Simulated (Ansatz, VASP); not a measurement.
One calculation of MnO, two programs

The input INCAR:

```
  PREC = Accurate
  ENCUT = 520
  EDIFF = 1E-6
  ISMEAR = -1
  SIGMA = 0.05
  LREAL = False
  LASPH = True
  NELM = 150
  ALGO = Normal
  ISIF = 2
  LWAVE = False
  LCHARG = False
  ISPIN = 2
  MAGMOM = 4 0
  LORBIT = 11
  LMAXMIX = 4
  GGA = PE
  NBANDS = 20
```

KPOINTS

```
Automatic mesh
0
Gamma
  16 16 16
```

POSCAR

```
MnO
1.0
    0.0000000000      2.1766403336      2.1766403336
    2.1766403336      0.0000000000      2.1766403336
    2.1766403336      2.1766403336      0.0000000000
Mn O
1 1
Direct
    0.0000000000      0.0000000000      0.0000000000
    0.5000000000      0.5000000000      0.5000000000
```

Input for Ansatz:

```yaml
crystal:
  lattice:
    - [0.0, 2.1766403336, 2.1766403336]
    - [2.1766403336, 0.0, 2.1766403336]
    - [2.1766403336, 2.1766403336, 0.0]
  atoms:
    - { symbol: Mn, position: [0.0, 0.0, 0.0], spin: 4.0 }
    - { symbol: O, position: [0.5, 0.5, 0.5] }
magnetization:
  spin_polarized: true
kpoints:
  mp_grid: { grid: [16, 16, 16] }
  band_path:
    path:
      - [0.0, 0.0, 0.0]
      - [0.5, 0.0, 0.5]
      - [0.625, 0.25, 0.625]
      - [0.375, 0.375, 0.75]
      - [0.0, 0.0, 0.0]
      - [0.5, 0.5, 0.5]
      - [0.5, 0.25, 0.75]
      - [0.5, 0.0, 0.5]
    npoints: 5
scf:
  occupations: { method: fermi_dirac, width: 0.05 }
hamiltonian:
  xc: pbe
  pseudopotentials: { kind: all_electron, lapw: { basis_error: 0.00025 } }
output:
  forces: true
  stress: true
  eigenvalues: true
```

Change from the starting cell: volume scaled by 0.94.

Alike in both runs: task single point; functional PBE; k mesh 16 × 16 × 16; occupations fermi-dirac, width 0.05 eV; collinear spin.

```csv
,VASP,Ansatz
version,VASP 6.6.1,Ansatz 0.2.0
potentials or method,"VASP PAW PBE potentials, release 64 (Mn_pv, O), cutoff 520 eV","all-electron LAPW, scalar-relativistic"
```

Ansatz gave:

- pressure (GPa): 7.2
- net moment per atom (μB): 2.29
- size of the moment on the site where the two differ most (μB): 4.16

Q: Estimate VASP's values.

A: Pressure (GPa): 7.5; net moment per atom (μB): 2.29; size of the moment on the site where the two differ most (μB): 4.19.

Site moments also hang on the region over which each program counts them. Ansatz ran all-electron here, and VASP with PAW potentials.
